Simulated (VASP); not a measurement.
# Pt (P6_3/mmc) in VASP: further runs, part 2 of 2

VASP 6.6.1.

## Step 3: Single point, PBEsol (strain -0.040 along x and y, -0.080 along z)

Input file INCAR:

```
SYSTEM = Pt
PREC = Accurate
ENCUT = 520
EDIFF = 1E-6
ISMEAR = 0
SIGMA = 0.15
LREAL = .False.
LASPH = .True.
NELM = 100
ALGO = Normal
ISIF = 2
LWAVE = .False.
LCHARG = .True.
GGA = PS
LELF = .True.
LVHAR = .True.
NBANDS = 17
```

Input file KPOINTS:

```
regular mesh
0
Gamma
  18 18 10
  0 0 0
```

Input file POSCAR:

```
Pt
1.0
    2.6502389911      0.0000000000      0.0000000000
   -1.3251194956      2.2951742924      0.0000000000
    0.0000000000      0.0000000000      4.4087632800
Pt
2
Direct
    0.6666666667      0.3333333333      0.7500000000
    0.3333333333      0.6666666667      0.2500000000
```

Potentials or basis: VASP PAW PBE potentials, release 64 (Pt).

Started as:

```bash
$ cat potpaw_PBE.64/Pt/POTCAR > POTCAR
$ mpirun -np 1 vasp_std > vasp.out
```

OUTCAR:

```text
SYSTEM = Pt
   PREC = Accurate
   ENCUT = 520
   EDIFF = 1E-6
   ISMEAR = 0
   LREAL = .False.
   LASPH = .True.
   NELM = 100
   ISIF = 2
   GGA = PS

 ion  position               nearest neighbor table
   1  0.667  0.333  0.750-   2 2.68   2 2.68   2 2.68   2 2.68   2 2.68   2 2.68
   2  0.333  0.667  0.250-   1 2.68   1 2.68   1 2.68   1 2.68   1 2.68   1 2.68

  LATTYP: Found a hexagonal cell.
 ALAT       =     2.6502389911
 C/A-ratio  =     1.6635342302

  Lattice vectors:

 A1 = (   2.6502389911,   0.0000000000,   0.0000000000)
 A2 = (  -1.3251194956,   2.2951742924,   0.0000000000)
 A3 = (   0.0000000000,   0.0000000000,   4.4087632800)

Analysis of symmetry for initial positions (statically):
=====================================================================
 Subroutine PRICEL returns:
 Original cell was already a primitive cell.

 Routine SETGRP: Setting up the symmetry group for a
 hexagonal supercell.

 Subroutine GETGRP returns: Found 24 space group operations
 (whereof 12 operations were pure point group operations)
 out of a pool of 24 trial point group operations.

The static configuration has the point symmetry D_3d.
 The point group associated with its full space group is D_6h.

Analysis of symmetry for dynamics (positions and initial velocities):
=====================================================================
 Subroutine PRICEL returns:
 Original cell was already a primitive cell.

 Routine SETGRP: Setting up the symmetry group for a
 hexagonal supercell.

 Subroutine GETGRP returns: Found 24 space group operations
 (whereof 12 operations were pure point group operations)
 out of a pool of 24 trial point group operations.

The dynamic configuration has the point symmetry D_3d.
 The point group associated with its full space group is D_6h.

 Subroutine INISYM returns: Found 24 space group operations
 (whereof 12 operations are pure point group operations),
 and found     1 'primitive' translations

[... 110 lines left out ...]
   EFERMI_NEDOS =   21; number of points for ismear=-14 and -15
   IALGO  =     38    algorithm
   IMIX   =      4    mixing-type and parameters
     AMIX     =   0.40;   BMIX     =  1.00
     AMIX_MAG =   1.60;   BMIX_MAG =  1.00
  volume/ion in A,a.u.               =      13.41        90.49
  Fermi-wavevector in a.u.,A,eV,Ry     =   1.484610  2.805506 29.988143  2.204066
  Thomas-Fermi vector in A             =   2.598125
   LORBIT       =      0    0 simple, 1 ext, 2 COOP (PROOUT), +10 PAW based schemes
   GGA     = PS    functional components
   LHFCALC =     F    Hartree Fock is set to
   AEXX    =    0.0000 exact exchange contribution
   IVDW    =     0    specifies the selected vdW correction
   LEPSILON=     F    determine dielectric tensor
   LRPA    =     F    only Hartree local field effects (RPA)
 non-spin polarized calculation
 Gauss-broadening in eV      SIGMA  =   0.15
  energy-cutoff  :      520.00
  volume of cell :       26.82
 maximum number of plane-waves:       756
 NGX is ok and might be reduce to    20
   NGX =  9   NGY =  9   NGZ = 17

 number of electron      20.0000000 magnetization

 Free energy of the ion-electron system (eV)
  ---------------------------------------------------
  ext. energy  EPLUGINS =         0.00000000
  ---------------------------------------------------
  free energy    TOTEN  =       -13.36895304 eV

  energy without entropy =      -13.33001931  energy(sigma->0) =      -13.34948617

 E-fermi :  13.5046     XC(G=0): -14.3303

 val. band max:       13.4983515041   @ k =   0.3333   0.1111   0.5000
 cond. band min:      13.5045701694   @ k =   0.0556   0.0000   0.2000
 fundamental gap:      0.0062186652
 Fermi energy:        13.5045544487

 k-point     1 :       0.0000    0.0000    0.0000
  band No.  band energies     occupation
      1       1.8176      2.00000
      2       4.7512      2.00000
      3       8.7309      2.00000
      4       9.0439      2.00000
      5       9.0439      2.00000
      6       9.6254      2.00000
[... 457 lines left out ...]
      4       8.8512      2.00000
      5       9.1123      2.00000
      6       9.3199      2.00000
[... 9 lines left out ...]
     16      26.9385      0.00000
     17      27.7850      0.00000

 [... further k-points ...]
[... 5 lines left out ...]
  --------------------------------------------------------------------------------------
  -------------------------------------------------------------------------------------
  Total        7.3564567      7.3564567      8.6537104     -0.0000000     -0.0000000      0.0000000
  in kB      439.5029300    439.5029300    517.0058412     -0.0000000     -0.0000000      0.0000000
  external PRESSURE =     465.3372337 kB  Pullay stress =       0.0000000 kB

 VOLUME and BASIS-vectors are now :
 -----------------------------------------------------------------------------
  energy-cutoff  :      520.00
  volume of cell :       26.82
      direct lattice vectors                 reciprocal lattice vectors
     2.650238991  0.000000000  0.000000000     0.377324461  0.217848379  0.000000000
    -1.325119496  2.295174292  0.000000000     0.000000000  0.435696759  0.000000000
     0.000000000  0.000000000  4.408763280     0.000000000  0.000000000  0.226820978

 POSITION                                       TOTAL-FORCE (eV/Angst)
 -----------------------------------------------------------------------------------
      1.32512      0.76506      3.30657        -0.000000     -0.000000      0.000000
     -0.00000      1.53012      1.10219         0.000000      0.000000      0.000000
 -----------------------------------------------------------------------------------
    total drift:                                0.000000     -0.000000      0.000000

  FREE ENERGIE OF THE ION-ELECTRON SYSTEM (eV)
  ---------------------------------------------------
  free  energy   TOTEN  =       -13.3689530386 eV

  energy  without entropy=      -13.3300193103  energy(sigma->0) =      -13.34948617
```

OSZICAR:

```text
N       E                     dE             d eps       ncg     rms          rms(c)
DAV:   1     0.104944646302E+03    0.10494E+03   -0.10662E+04  7548   0.116E+03
DAV:   2    -0.123095166899E+02   -0.11725E+03   -0.11196E+03  8129   0.257E+02
DAV:   3    -0.141863129693E+02   -0.18768E+01   -0.18579E+01  9237   0.326E+01
DAV:   4    -0.141954323531E+02   -0.91194E-02   -0.91178E-02  8920   0.234E+00
DAV:   5    -0.141955122061E+02   -0.79853E-04   -0.79854E-04  9388   0.225E-01    0.271E+01
DAV:   6    -0.135029461913E+02    0.69257E+00   -0.84737E-01  7980   0.848E+00    0.143E+01
DAV:   7    -0.133809897965E+02    0.12196E+00   -0.29748E-01  8538   0.502E+00    0.279E+00
DAV:   8    -0.133694641601E+02    0.11526E-01   -0.40077E-02  8269   0.176E+00    0.940E-01
DAV:   9    -0.133689396419E+02    0.52452E-03   -0.61075E-04  8804   0.220E-01    0.244E-02
DAV:  10    -0.133689514747E+02   -0.11833E-04   -0.99056E-06  9534   0.203E-02    0.109E-02
DAV:  11    -0.133689529763E+02   -0.15016E-05   -0.74913E-07  5380   0.709E-03    0.170E-03
DAV:  12    -0.133689530386E+02   -0.62232E-07   -0.49144E-08  4171   0.197E-03
   1 F= -.13368953E+02 E0= -.13349486E+02  d E =-.389337E-01
```

It took 60 s on 1 thread of Intel Xeon Platinum 8375C at 2.90GHz (Ice Lake), shared host; peak memory 0.21 GiB.

What came out:

```
Free energy            : -13.3690 eV
Pressure               : 46.5 GPa
Band gap on the k mesh : zero (band 10 reaches 14.02 eV, above the bottom of band 11 at 12.41 eV)
```

Stress tensor (GPa, compression positive):
```
43.95  0.00  0.00
 0.00 43.95  0.00
 0.00  0.00 51.70
```

Levels at points of the mesh, in eV from the Fermi level:
```
           k point  band 8  band 9  band 10  band 11  band 12  band 13
(0.00, 0.00, 0.00)   -2.75   -2.75    -1.20    -0.34    -0.34     6.41
(0.50, 0.00, 0.00)    0.16    0.20     0.51     2.51     4.16     8.13
(0.00, 0.00, 0.50)   -4.52   -1.10    -1.10    -1.10    -1.10    13.48
(0.50, 0.00, 0.50)   -1.36    0.37     0.37     1.64     1.64     7.54
```

Caveat: the cell differs from its parent crystal (strain -0.040 along x and y, -0.080 along z); the PAW data sets were made with another functional, which shifts forces and pressure a little; spin-orbit coupling is left out, which moves the levels of the heavy elements.

## Step 4: Single point, PBEsol (strain -0.080 along x and y, +0.040 along z)

Input file INCAR:

```
PREC     = Accurate       # precision mode
ENCUT    = 520            # plane-wave cutoff, eV
EDIFF    = 1E-6           # SCF threshold, eV
ISMEAR   = 0              # smearing method
SIGMA    = 0.15           # smearing width, eV
LREAL    = F              # projectors in reciprocal space
LASPH    = T              # aspherical terms in the spheres
NELM     = 60             # most SCF steps
ALGO     = Normal         # electronic algorithm
ISIF     = 2              # what is computed and relaxed
LWAVE    = F              # write WAVECAR
LCHARG   = F              # write CHGCAR
GGA      = PS             # functional
NBANDS   = 17             # bands
```

Input file KPOINTS:

```
Automatic mesh
0
Gamma
  18 18 10
```

Input file POSCAR:

```
Pt
1.0
    2.5398123665      0.0000000000      0.0000000000
   -1.2699061833      2.1995420302      0.0000000000
    0.0000000000      0.0000000000      4.9838193600
Pt
2
Direct
    0.6666666667      0.3333333333      0.7500000000
    0.3333333333      0.6666666667      0.2500000000
```

Started as:

```bash
$ cat potpaw_PBE.64/Pt/POTCAR > POTCAR
$ mpirun -np 1 vasp_std > vasp.out
```

It took 67 s on 1 thread of Intel Xeon Platinum 8375C at 2.90GHz (Ice Lake), shared host; peak memory 0.21 GiB.

The run converged. Its results:

| Quantity | Value |
| --- | --- |
| Free energy | -13.1609 eV |
| Pressure | 42.5 GPa |
| Band gap on the k mesh | zero (band 10 reaches 13.91 eV, above the bottom of band 11 at 11.74 eV) |

Stress tensor (GPa, compression positive):
```
62.70  0.00  0.00
 0.00 62.70  0.00
 0.00  0.00  2.10
```

Levels at points of the mesh, in eV from the Fermi level:
| k point | band 6 | band 7 | band 8 | band 9 | band 10 | band 11 | band 12 | band 13 | band 14 | band 15 |
| --- | --- | --- | --- | --- | --- | --- | --- | --- | --- | --- |
| (0.00, 0.00, 0.00) | -4.02 | -4.02 | -2.15 | -1.19 | -1.19 | -0.01 | -0.01 | 3.86 | 13.53 | 15.53 |
| (0.50, 0.00, 0.00) | -2.85 | -2.62 | -0.27 | 1.21 | 1.33 | 2.70 | 4.40 | 8.49 | 8.49 | 10.89 |
| (0.00, 0.00, 0.50) | -4.20 | -4.20 | -4.20 | -0.53 | -0.53 | -0.53 | -0.53 | 10.10 | 10.10 | 15.95 |
| (0.50, 0.00, 0.50) | -1.71 | -1.15 | -1.15 | 1.27 | 1.27 | 1.69 | 1.69 | 8.30 | 8.30 | 13.25 |

Caveat: the cell differs from its parent crystal (strain -0.080 along x and y, +0.040 along z); the PAW data sets were made with another functional, which shifts forces and pressure a little; spin-orbit coupling is left out, which moves the levels of the heavy elements.

## Step 5: Single point, PBEsol (strain -0.040 along x and y, -0.040 along z)

Input file INCAR:

```
SYSTEM = Pt
ALGO     = Normal         ! electronic algorithm
EDIFF    = 1E-7           ! SCF threshold, eV
ENCUT    = 520            ! plane-wave cutoff, eV
GGA      = PS             ! functional
ISIF     = 2              ! what is computed and relaxed
ISMEAR   = 0              ! smearing method
LASPH    = .True.         ! aspherical terms in the spheres
LCHARG   = .False.        ! write CHGCAR
LREAL    = .False.        ! projectors in reciprocal space
LWAVE    = .False.        ! write WAVECAR
NBANDS   = 17             ! bands
NELM     = 100            ! most SCF steps
PREC     = Accurate       ! precision mode
SIGMA    = 0.15           ! smearing width, eV
```

Input file KPOINTS:

```
k-points
0
Gamma
  18 18 10
  0 0 0
```

Input file POSCAR:

```
Pt
1.0
    2.6502389911      0.0000000000      0.0000000000
   -1.3251194956      2.2951742924      0.0000000000
    0.0000000000      0.0000000000      4.6004486400
Pt
2
Direct
    0.6666666667      0.3333333333      0.7500000000
    0.3333333333      0.6666666667      0.2500000000
```

Started as:

```bash
$ cat potpaw_PBE.64/Pt/POTCAR > POTCAR
$ mpirun -np 1 vasp_std > vasp.out
```

It took 58 s on 1 thread of Intel Xeon Platinum 8375C at 2.90GHz (Ice Lake), shared host; peak memory 0.21 GiB.

Results (log left out):

```yaml
Free_energy: -13.6394 eV
Pressure: 27.3 GPa
Band_gap_on_the_k_mesh: zero (band 10 reaches 13.22 eV, above the bottom of band 11 at 11.62 eV)
```

Stress tensor (GPa, compression positive):
```
29.23  0.00  0.00
 0.00 29.23  0.00
 0.00  0.00 23.55
```

Levels at points of the mesh, in eV from the Fermi level:
| k point | band 7 | band 8 | band 9 | band 10 | band 11 | band 12 | band 13 | band 14 |
| --- | --- | --- | --- | --- | --- | --- | --- | --- |
| (0.00, 0.00, 0.00) | -3.72 | -2.19 | -2.19 | -1.35 | -0.26 | -0.26 | 5.49 | 14.82 |
| (0.50, 0.00, 0.00) | -3.26 | 0.04 | 0.39 | 0.65 | 2.50 | 4.16 | 7.87 | 9.38 |
| (0.00, 0.00, 0.50) | -4.16 | -4.16 | -0.95 | -0.95 | -0.95 | -0.95 | 12.67 | 12.67 |
| (0.50, 0.00, 0.50) | -1.19 | -1.19 | 0.54 | 0.54 | 1.64 | 1.64 | 7.39 | 7.39 |

Caveat: the cell differs from its parent crystal (strain -0.040 along x and y, -0.040 along z); the PAW data sets were made with another functional, which shifts forces and pressure a little; spin-orbit coupling is left out, which moves the levels of the heavy elements.

## Step 6: The runs side by side

| cell | gap on the mesh (eV) | pressure (GPa) |
| --- | --- | --- |
| a = 2.540, b = 2.540, c = 4.792 Å, angles 90.0, 90.0, 120.0°, 2 atoms | none | 56.1 |
| a = 2.650, b = 2.650, c = 4.409 Å, angles 90.0, 90.0, 120.0°, 2 atoms | none | 46.5 |
| a = 2.540, b = 2.540, c = 4.984 Å, angles 90.0, 90.0, 120.0°, 2 atoms | none | 42.5 |
| a = 2.650, b = 2.650, c = 4.600 Å, angles 90.0, 90.0, 120.0°, 2 atoms | none | 27.3 |

Alike in all rows: task single point; level PBEsol; potentials or basis VASP PAW PBE potentials, release 64 (Pt); no spin polarisation; k mesh 18 × 18 × 10; cutoff (eV) 520; smearing gaussian 0.15 eV.

Caveats: the PAW data sets were made with another functional, which shifts forces and pressure a little; spin-orbit coupling is left out, which moves the levels of the heavy elements.

Total energies depend on the potentials used, so only differences within one code and one set of settings carry meaning.
